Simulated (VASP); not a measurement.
Write the native input for VASP 6.6.1 that does the following.

- Task: single point
- Functional: PBE
- Potentials or basis: VASP PAW PBE potentials, release 64 (Zr_sv, Ti_sv, C)
- Cutoff: 520 eV
- k mesh: 6 × 6 × 6
- Occupations: gaussian, width 0.2 eV
- Spin: no spin polarisation
- Dipole correction: no
- Further INCAR settings: ALGO = Normal; EDIFF = 1e-06; NBANDS = 42

The structure of ZrTi3C4 lies in POSCAR:

```
ZrTi3C4
1.0
    4.4485158657      0.0000000000      0.0000000000
    0.0000000000      4.4485158657      0.0000000000
   -2.2242579329     -2.2242579329      4.4291168342
Zr Ti C
1 3 4
Direct
    0.5000000000      0.5000000000      1.0000000000
    1.0000000000      1.0000000000      1.0000000000
    0.2500000000      0.7500000000      0.5000000000
    0.7500000000      0.2500000000      0.5000000000
    0.2439418208      0.2439418208      0.4878836416
    0.5000000000      0.0000000000      0.0000000000
    0.7560581792      0.7560581792      0.5121163584
    0.0000000000      0.5000000000      0.0000000000
```

The input as run:

INCAR

```
PREC = Accurate
ENCUT = 520
EDIFF = 1E-6
ISMEAR = 0
SIGMA = 0.2
LREAL = F
LASPH = T
NELM = 100
ALGO = Normal
ISIF = 2
LWAVE = F
LCHARG = T
GGA = PE
LELF = T
LVHAR = T
NBANDS = 42
```

KPOINTS

```
regular mesh
0
Gamma
  6 6 6
```

Potentials or basis: VASP PAW PBE potentials, release 64 (Zr_sv, Ti_sv, C).

The run is started by

```sh
$ cat potpaw_PBE.64/Zr_sv/POTCAR potpaw_PBE.64/Ti_sv/POTCAR potpaw_PBE.64/C/POTCAR > POTCAR
$ mpirun -np 1 vasp_std > vasp.out
```

Results of the run:

The pressure is 0.3 GPa and the band gap on the k mesh is zero (band 32 reaches 10.08 eV, above the bottom of band 33 at 9.08 eV).

Run time: 88 s on 1 thread of Intel(R) Xeon(R) Platinum 8488C (Sapphire Rapids) (shared host), peak memory 0.27 GiB.
